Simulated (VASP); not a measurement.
AlN: single point with r2SCAN

Crystal: AlN.

```xyz
4
Lattice="3.1110 0.0000 0.0000 -1.5555 2.6942 0.0000 0.0000 0.0000 4.9780" Properties=species:S:1:pos:R:3 pbc="T T T"
Al    0.0000    1.7961    0.0000
Al    1.5555    0.8981    2.4890
N    -0.6000    1.4961    1.9165
N     1.5555    0.8981    4.4055
```

This cell differs from its parent crystal: atom 3 (N) moved by (-0.600, -0.300) A along x and y.

- Program: VASP 6.6.1
- Task: single point
- Functional: r2SCAN
- Potentials or basis: VASP PAW PBE potentials, release 64 (Al, N)
- Cutoff: 520 eV
- k mesh: 12 × 12 × 6
- Occupations: gaussian, width 0.05 eV
- Spin: no spin polarisation
- Dipole correction: no
- Further INCAR settings: ALGO = Normal; EDIFF = 1e-06; NBANDS = 16

```json
{"Pressure": "62.6 GPa", "Largest force": "47.432 eV/Å", "Band gap on the k mesh": "4.20 eV"}
```

Forces on the atoms (eV/Å):
```
Al   -0.914  -0.430   0.954
Al  -34.668 -21.690  19.946
N    36.391  22.605 -20.360
N    -0.809  -0.485  -0.540
```

Stress tensor (GPa, compression positive):
```
109.28  73.77 -70.48
 73.77  38.01 -44.94
-70.48 -44.94  40.43
```

Levels at points of the mesh, in eV from the valence-band top:
```
           k point  band 5  band 6  band 7  band 8  band 9  band 10  band 11  band 12
(0.00, 0.00, 0.00)   -0.93   -0.62   -0.36    0.00    4.20     7.15     9.73    11.65
(0.50, 0.00, 0.00)   -3.35   -2.20   -2.17   -0.72    5.54     8.15     8.60     9.51
(0.00, 0.50, 0.00)   -3.82   -1.88   -1.30   -0.90    5.02     6.57     7.69    10.36
(0.50, 0.50, 0.00)   -3.77   -1.93   -1.26   -0.79    4.79     6.67     7.68    10.32
(0.00, 0.00, 0.50)   -0.90   -0.89   -0.73   -0.37    5.65     6.61    10.50    11.46
(0.50, 0.00, 0.50)   -1.82   -1.39   -1.24   -1.08    5.24     5.57     8.88     9.54
(0.00, 0.50, 0.50)   -2.28   -1.92   -1.39   -1.16    5.71     6.26     8.08     9.11
(0.50, 0.50, 0.50)   -2.34   -1.96   -1.43   -1.24    5.91     6.38     7.99     9.04
```

Run time: 4.7 min on 1 thread of Intel(R) Xeon(R) 6975P-C (Granite Rapids) (shared host), peak memory 0.35 GiB.

Caveat: the cell differs from its parent crystal (atom 3 (N) moved by (-0.600, -0.300) A along x and y); atoms lie so close that the PAW spheres overlap strongly, which falsifies energies and pressures; the cell stands under pressure; the PAW data sets were made with another functional, which shifts forces and pressure a little. A k mesh can miss the band edges.
